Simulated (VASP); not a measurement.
# AlN (Cm) in VASP: further runs

Runs on AlN. Level: r2SCAN. Tasks: single point.

All numbers are computed with VASP 6.6.1; they aren't measurements. Logs are shortened: lines on timing, memory, paths and dates and some standing lists are left out, and cuts for length are marked.

## 1. The cell of the first run

Symmetry: Cm, No. 8, monoclinic system. The conventional cell has a = 6.177 Å, b = 6.177 Å, c = 4.368 Å, α = 90.00°, β = 90.00°, γ = 90.00°. Al (site symmetry m) has 4 N at 1.85 to 1.93 Å within 2.5 Å. Al (site symmetry m) has 4 N at 1.89 Å within 2.5 Å. Al (site symmetry 1) has 4 N at 1.89 Å within 2.5 Å. N (site symmetry m) has 4 Al at 1.89 to 1.93 Å within 2.5 Å. N (site symmetry m) has 4 Al at 1.85 to 1.89 Å within 2.5 Å. N (site symmetry 1) has 4 Al at 1.89 Å within 2.5 Å.

## 2. Single point, r2SCAN (atom 1 (Al) moved +0.050 Å along Cartesian [1 1 0])

POSCAR reads:

```
AlN
1.0
    4.3679871192      0.0000000000      0.0000000000
    0.0000000000     -4.3679871192      0.0000000000
    0.0000000000      0.0000000000     -4.3679871192
Al N
4 4
Direct
    0.0080941949      0.4919058051      0.5000000000
    0.5000000000      0.0000000000      0.5000000000
    0.5000000000      0.5000000000      0.0000000000
    0.0000000000      0.0000000000      0.0000000000
    0.7500000000      0.7500000000      0.7500000000
    0.2500000000      0.2500000000      0.7500000000
    0.2500000000      0.7500000000      0.2500000000
    0.7500000000      0.2500000000      0.2500000000
```

INCAR.step1 reads:

```
  PREC = Accurate
  ENCUT = 520
  ISMEAR = 0
  SIGMA = 0.05
  LREAL = False
  LASPH = True
  NELM = 80
  NBANDS = 26
  GGA = PE
  ALGO = Normal
  EDIFF = 1E-4
  LWAVE = True
  LCHARG = False
```

INCAR.step2 reads:

```
  PREC = Accurate
  ENCUT = 520
  EDIFF = 1E-6
  ISMEAR = 0
  SIGMA = 0.05
  LREAL = False
  LASPH = True
  NELM = 80
  ALGO = Normal
  ISIF = 2
  LWAVE = False
  LCHARG = True
  METAGGA = R2SCAN
  LMIXTAU = True
  LELF = True
  LVHAR = True
  NBANDS = 26
  ISTART = 1
```

KPOINTS reads:

```
regular mesh
0
Gamma
  6 6 6
```

Potentials or basis: VASP PAW PBE potentials, release 64 (Al, N).

The run is started by

```bash
> cat potpaw_PBE.64/Al/POTCAR potpaw_PBE.64/N/POTCAR > POTCAR
> cp INCAR.step1 INCAR
> mpirun -np 1 vasp_std > vasp.out
> cp INCAR.step2 INCAR
> mpirun -np 1 vasp_std > vasp.out
```

OUTCAR:

```text
PREC = Accurate
   ENCUT = 520
   EDIFF = 1E-6
   ISMEAR = 0
   LREAL = False
   LASPH = True
   NELM = 80
   ISIF = 2
   METAGGA = R2SCAN
   ISTART = 1

 ion  position               nearest neighbor table
   1  0.008  0.492  0.500-   6 1.85   7 1.89   8 1.89   5 1.93   2 3.04   3 3.06   4 3.06   3 3.06
                             4 3.06   2 3.09   2 3.09   4 3.11   4 3.11   3 3.11   3 3.11   2 3.14
   2  0.500  0.000  0.500-   5 1.89   6 1.89   7 1.89   8 1.89   1 3.04   3 3.09   4 3.09   3 3.09
                             4 3.09   3 3.09   3 3.09   4 3.09   4 3.09   1 3.09   1 3.09   1 3.14
   3  0.500  0.500  0.000-   5 1.89   6 1.89   7 1.89   8 1.89   1 3.06   1 3.06   4 3.09   2 3.09
                             2 3.09   2 3.09   4 3.09   2 3.09   4 3.09   4 3.09   1 3.11   1 3.11
   4  0.000  0.000  0.000-   5 1.89   6 1.89   7 1.89   8 1.89   1 3.06   1 3.06   3 3.09   2 3.09
                             2 3.09   3 3.09   2 3.09   3 3.09   2 3.09   3 3.09   1 3.11   1 3.11
   5  0.750  0.750  0.750-   2 1.89   3 1.89   4 1.89   1 1.93
   6  0.250  0.250  0.750-   1 1.85   2 1.89   3 1.89   4 1.89
   7  0.250  0.750  0.250-   2 1.89   3 1.89   4 1.89   1 1.89
   8  0.750  0.250  0.250-   2 1.89   3 1.89   4 1.89   1 1.89

  LATTYP: Found a simple cubic cell.
 ALAT       =     4.3679871192

  Lattice vectors:

 A1 = (   4.3679871192,   0.0000000000,   0.0000000000)
 A2 = (   0.0000000000,  -4.3679871192,   0.0000000000)
 A3 = (   0.0000000000,   0.0000000000,  -4.3679871192)

Analysis of symmetry for initial positions (statically):
=====================================================================
 Subroutine PRICEL returns:
 Original cell was already a primitive cell.

 Routine SETGRP: Setting up the symmetry group for a
 simple cubic supercell.

 Subroutine GETGRP returns: Found  2 space group operations
 (whereof  1 operations were pure point group operations)
 out of a pool of 48 trial point group operations.

The static configuration has the point symmetry C_1 .
 The point group associated with its full space group is C_1h.

Analysis of symmetry for dynamics (positions and initial velocities):
=====================================================================
 Subroutine PRICEL returns:
 Original cell was already a primitive cell.

 Routine SETGRP: Setting up the symmetry group for a
 simple cubic supercell.

 Subroutine GETGRP returns: Found  2 space group operations
 (whereof  1 operations were pure point group operations)
 out of a pool of 48 trial point group operations.

The dynamic configuration has the point symmetry C_1 .
 The point group associated with its full space group is C_1h.

 Subroutine INISYM returns: Found  2 space group operations
 (whereof  1 operations are pure point group operations),
 and found     1 'primitive' translations

----------------------------------------------------------------------------------------

                                     Primitive cell

  volume of cell :      83.3382

  direct lattice vectors                    reciprocal lattice vectors
     4.367987119  0.000000000  0.000000000     0.228938404  0.000000000  0.000000000
     0.000000000 -4.367987119  0.000000000     0.000000000 -0.228938404  0.000000000
     0.000000000  0.000000000 -4.367987119     0.000000000  0.000000000 -0.228938404

  length of vectors
     4.367987119  4.367987119  4.367987119     0.228938404  0.228938404  0.228938404

  position of ions in fractional coordinates (direct lattice)
     0.008094195  0.491905805  0.500000000
     0.500000000  0.000000000  0.500000000
     0.500000000  0.500000000  0.000000000
     0.000000000  0.000000000  0.000000000
     0.750000000  0.750000000  0.750000000
     0.250000000  0.250000000  0.750000000
     0.250000000  0.750000000  0.250000000
     0.750000000  0.250000000  0.250000000

  ion indices of the primitive-cell ions
   primitive index   ion index
                 1           1
                 2           2
                 3           3
                 4           4
                 5           5
                 6           6
                 7           7
                 8           8

----------------------------------------------------------------------------------------

 KPOINTS: regular mesh

Automatic generation of k-mesh.
 Grid dimensions read from file:
 generate k-points for:    6    6    6

 Generating k-lattice:

  Cartesian coordinates                     Fractional coordinates (reciprocal lattice)
     0.038156401  0.000000000  0.000000000     0.166666667  0.000000000  0.000000000
     0.000000000 -0.038156401  0.000000000     0.000000000  0.166666667  0.000000000
     0.000000000  0.000000000 -0.038156401     0.000000000  0.000000000  0.166666667

  Length of vectors
     0.038156401  0.038156401  0.038156401

  Shift w.r.t. Gamma in fractional coordinates (k-lattice)
     0.000000000  0.000000000  0.000000000

 Subroutine IBZKPT returns following result:
 ===========================================

 Found     68 irreducible k-points:

 Following reciprocal coordinates:
            Coordinates               Weight
  0.000000  0.000000  0.000000      1.000000
  0.166667  0.000000  0.000000      4.000000
  0.000000  0.000000  0.166667      2.000000
  0.333333  0.000000  0.000000      4.000000
  0.000000  0.000000  0.333333      2.000000
  0.500000  0.000000  0.000000      2.000000
[... 16 lines left out ...]
  0.333333  0.000000  0.333333      4.000000
 -0.333333  0.333333  0.000000      2.000000
 [... further k-points ...]
   k-points           NKPTS =     68   k-points in BZ     NKDIM =     68   number of bands    NBANDS=     26
   number of dos      NEDOS =    301   number of ions     NIONS =      8
   total plane-waves  NPLWV =  32768
   dimension x,y,z NGX =    32 NGY =   32 NGZ =   32
   dimension x,y,z NGXF=    64 NGYF=   64 NGZF=   64
   ions per type =               4   4
   NGX,Y,Z   is equivalent  to a cutoff of  12.18, 12.18, 12.18 a.u.
   NGXF,Y,Z  is equivalent  to a cutoff of  24.36, 24.36, 24.36 a.u.
 SYSTEM =  unknown system
   PREC   = accura    normal or accurate (medium, high low for compatibility)
   ISTART =      1    job   : 0-new  1-cont  2-samecut
   ICHARG =      0    charge: 1-file 2-atom 10-const
   ISPIN  =      1    spin polarized calculation?
   LNONCOLLINEAR =      F non collinear calculations
   LSORBIT =      F    spin-orbit coupling
   LASPH  =      T    aspherical Exc in radial PAW
   ENCUT  =  520.0 eV  38.22 Ry    6.18 a.u.   8.12  8.12  8.12*2*pi/ulx,y,z
   NELM   =     80;   NELMIN=  2; NELMDL=  0     # of ELM steps
   EDIFF  = 0.1E-05   stopping-criterion for ELM
   LREAL  =      F    real-space projection
   EDIFFG = 0.1E-04   stopping-criterion for IOM
   NSW    =      0    number of steps for IOM
   IBRION =     -1    ionic relax: 0-MD 1-quasi-New 2-CG
   NFREE  =      0    steps in history (QN), initial steepest desc. (CG)
   ISIF   =      2    stress and relaxation
   ISYM   =      2    0-nonsym 1-usesym 2-fastsym
   POTIM  = 0.5000    time-step for ionic-motion
   TEBEG  =    0.0;   TEEND  =   0.0 temperature during run
   PSTRESS=    0.0 pullay stress
   NELECT =      32.0000    total number of electrons
   NUPDOWN=      -1.0000    fix difference up-down
   EMIN   =  10.00;   EMAX   =-10.00  energy-range for DOS
   EFERMI =   0.00;   METHOD = LEGACY
   ISMEAR =     0;   SIGMA  =   0.05  broadening in eV -4-tet -1-fermi 0-gaus
   EFERMI_NEDOS =   21; number of points for ismear=-14 and -15
   IALGO  =     38    algorithm
   IMIX   =      4    mixing-type and parameters
     AMIX     =   0.40;   BMIX     =  1.00
     AMIX_MAG =   1.60;   BMIX_MAG =  1.00
  volume/ion in A,a.u.               =      10.42        70.30
  Fermi-wavevector in a.u.,A,eV,Ry     =   1.189899  2.248583 19.263943  1.415860
  Thomas-Fermi vector in A             =   2.325996
   LORBIT       =      0    0 simple, 1 ext, 2 COOP (PROOUT), +10 PAW based schemes
   METAGGA = R2SCAN    functional components
   LHFCALC =     F    Hartree Fock is set to
   AEXX    =    0.0000 exact exchange contribution
   IVDW    =     0    specifies the selected vdW correction
   LEPSILON=     F    determine dielectric tensor
   LRPA    =     F    only Hartree local field effects (RPA)
 non-spin polarized calculation
 Gauss-broadening in eV      SIGMA  =   0.05
  energy-cutoff  :      520.00
  volume of cell :       83.34
 maximum number of plane-waves:      2272
   NGX = 17   NGY = 17   NGZ = 17

 number of electron      32.0000007 magnetization

 Free energy of the ion-electron system (eV)
  ---------------------------------------------------
  ext. energy  EPLUGINS =         0.00000000
  ---------------------------------------------------
  free energy    TOTEN  =       -76.69292355 eV

  energy without entropy =      -76.69292355  energy(sigma->0) =      -76.69292355

 E-fermi :   6.0170     XC(G=0): -11.4183

 val. band max:        5.7329167310   @ k =   0.0000   0.0000   0.0000
 cond. band min:       9.4937881498   @ k =   0.0000   0.0000   0.0000
 fundamental gap:      3.7608714189
 Fermi energy:         6.0170321368

 k-point     1 :       0.0000    0.0000    0.0000
  band No.  band energies     occupation
      1     -10.0532      2.00000
      2      -7.5026      2.00000
      3      -7.4061      2.00000
      4      -7.3111      2.00000
      5       0.7387      2.00000
      6       0.7388      2.00000
[... 18 lines left out ...]
     25      19.2167      0.00000
     26      19.2216      0.00000

 k-point     2 :       0.1667    0.0000    0.0000
  band No.  band energies     occupation
      1      -9.9172      2.00000
      2      -7.6649      2.00000
      3      -7.4518      2.00000
      4      -7.3192      2.00000
      5       0.8941      2.00000
      6       0.8961      2.00000
[... 18 lines left out ...]
     25      19.4259      0.00000
[... 608 lines left out ...]
     25      17.5743      0.00000
     26      17.5915      0.00000

 k-point    24 :      -0.3333    0.3333    0.0000
  band No.  band energies     occupation
      1      -9.0634      2.00000
      2      -8.0022      2.00000
      3      -7.9879      2.00000
      4      -7.5261      2.00000
      5       1.3071      2.00000
      6       1.3403      2.00000
[... 18 lines left out ...]
     25      17.5712      0.00000
     26      17.5773      0.00000

 [... further k-points ...]

------------------------ aborting loop because EDIFF is reached ----------------------------------------

  FORCE on cell =-STRESS in cart. coord.  units (eV):
  Direction    XX          YY          ZZ          XY          YZ          ZX
  --------------------------------------------------------------------------------------
  -------------------------------------------------------------------------------------
  Total       -0.0333870     -0.0333870      0.0107325      0.0548055     -0.3146278     -0.3146273
  in kB       -0.6418662     -0.6418662      0.2063316      1.0536354     -6.0487213     -6.0487127
  external PRESSURE =      -0.3591336 kB  Pullay stress =       0.0000000 kB

 VOLUME and BASIS-vectors are now :
 -----------------------------------------------------------------------------
  energy-cutoff  :      520.00
  volume of cell :       83.34
      direct lattice vectors                 reciprocal lattice vectors
     4.367987119  0.000000000  0.000000000     0.228938404  0.000000000  0.000000000
     0.000000000 -4.367987119  0.000000000     0.000000000 -0.228938404  0.000000000
     0.000000000  0.000000000 -4.367987119     0.000000000  0.000000000 -0.228938404

 POSITION                                       TOTAL-FORCE (eV/Angst)
 -----------------------------------------------------------------------------------
      0.03536     -2.14864     -2.18399        -0.770232     -0.770232      0.070396
      2.18399      0.00000     -2.18399         0.179841      0.179841     -0.001766
      2.18399     -2.18399      0.00000         0.179509     -0.126371      0.001960
      0.00000      0.00000      0.00000        -0.126371      0.179509      0.001960
      3.27599     -3.27599     -3.27599         0.186654      0.186654      0.130198
      1.09200     -1.09200     -3.27599         0.243522      0.243522     -0.195360
      1.09200     -3.27599     -1.09200         0.050407      0.056670     -0.003694
      3.27599     -1.09200     -1.09200         0.056670      0.050407     -0.003694
 -----------------------------------------------------------------------------------
    total drift:                                0.002143      0.002143     -0.001266

  FREE ENERGIE OF THE ION-ELECTRON SYSTEM (eV)
  ---------------------------------------------------
  free  energy   TOTEN  =       -76.6929235517 eV

  energy  without entropy=      -76.6929235517  energy(sigma->0) =      -76.69292355
```

It took 2 min on 1 thread of Intel Xeon 6975P-C (Granite Rapids), shared host; peak memory 0.25 GiB.

Results:

```yaml
Free_energy: -76.6929 eV
Pressure: 0.0 GPa
Largest_force: 1.092 eV/Å
Band_gap_on_the_k_mesh: 3.76 eV
```

Forces in eV/Å, atoms in the order of the input:
```
Al  -0.770 -0.770  0.070
Al   0.180  0.180 -0.002
Al   0.180 -0.126  0.002
Al  -0.126  0.180  0.002
N    0.187  0.187  0.130
N    0.244  0.244 -0.195
N    0.050  0.057 -0.004
N    0.057  0.050 -0.004
```

Stress tensor (GPa, compression positive):
```
-0.06  0.11 -0.60
 0.11 -0.06 -0.60
-0.60 -0.60  0.02
```

Caveat: the cell differs from its parent crystal (atom 1 (Al) moved +0.050 Å along Cartesian [1 1 0]); the PAW data sets were made with another functional, which shifts forces and pressure a little.

## 3. Single point, r2SCAN (atom 1 (Al) moved -0.100 Å along Cartesian [1 1 0])

Changes to POSCAR since step 2:

```diff
@@ -8,3 +8,3 @@
 Direct
-    0.0080941949      0.4919058051      0.5000000000
+   -0.0161883898      0.5161883898      0.5000000000
     0.5000000000      0.0000000000      0.5000000000
```

INCAR.step1 reads:

```
SYSTEM = AlN
PREC = Accurate ; ENCUT = 520
ISMEAR = 0 ; SIGMA = 0.05
LREAL = .FALSE. ; LASPH = .TRUE.
NELM = 100 ; NBANDS = 26
GGA = PE ; ALGO = Normal
EDIFF = 1E-4 ; LWAVE = .TRUE.
LCHARG = .FALSE.
```

INCAR.step2 reads:

```
SYSTEM = AlN
PREC = Accurate ; ENCUT = 520
EDIFF = 1E-6 ; ISMEAR = 0
SIGMA = 0.05 ; LREAL = .FALSE.
LASPH = .TRUE. ; NELM = 100
ALGO = Normal ; ISIF = 2
LWAVE = .FALSE. ; LCHARG = .FALSE.
METAGGA = R2SCAN ; LMIXTAU = .TRUE.
NBANDS = 26 ; ISTART = 1
```

KPOINTS reads:

```
regular mesh
0
G
  6 6 6
  0 0 0
```

Potentials or basis: VASP PAW PBE potentials, release 64 (Al, N).

The run is started by

```bash
> cat potpaw_PBE.64/Al/POTCAR potpaw_PBE.64/N/POTCAR > POTCAR
> cp INCAR.step1 INCAR
> mpirun -np 1 vasp_std > vasp.out
> cp INCAR.step2 INCAR
> mpirun -np 1 vasp_std > vasp.out
```

Wall time 5.7 min (1 thread of Intel Xeon 8259CL, shared host); peak memory 0.25 GiB.

The run converged. Its results:

```yaml
Free_energy: -76.6106 eV
Pressure: 0.2 GPa
Largest_force: 2.223 eV/Å
Band_gap_on_the_k_mesh: 3.56 eV
```

Forces on the atoms (eV/Å):
```
Al   1.559  1.559  0.285
Al  -0.362 -0.362 -0.007
Al  -0.359  0.252  0.007
Al   0.252 -0.359  0.007
N   -0.551 -0.551 -0.471
N   -0.324 -0.324  0.208
N   -0.120 -0.095 -0.015
N   -0.095 -0.120 -0.015
```

Stress tensor (GPa, compression positive):
```
0.12 0.42 1.24
0.42 0.12 1.24
1.24 1.24 0.47
```

Levels at points of the mesh, in eV from the valence-band top:
```csv
k point,band 13,band 14,band 15,band 16,band 17,band 18,band 19,band 20
"(0.00, 0.00, 0.00)",-1.81,-0.14,-0.08,0.00,3.56,3.85,4.06,4.84
"(0.50, 0.00, 0.00)",-1.28,-1.21,-0.96,-0.87,6.29,6.58,6.63,6.90
"(0.00, 0.00, 0.50)",-1.08,-1.08,-1.07,-1.06,6.25,6.58,6.63,6.92
"(0.50, 0.50, 0.00)",-0.70,-0.62,-0.60,-0.53,8.18,8.51,8.52,8.83
"(0.00, 0.50, 0.50)",-0.84,-0.72,-0.52,-0.39,8.19,8.50,8.54,8.80
"(0.50, 0.50, 0.50)",-0.50,-0.45,-0.45,-0.29,8.02,8.10,8.12,8.18
```

Caveat: the cell differs from its parent crystal (atom 1 (Al) moved -0.100 Å along Cartesian [1 1 0]); the PAW data sets were made with another functional, which shifts forces and pressure a little.
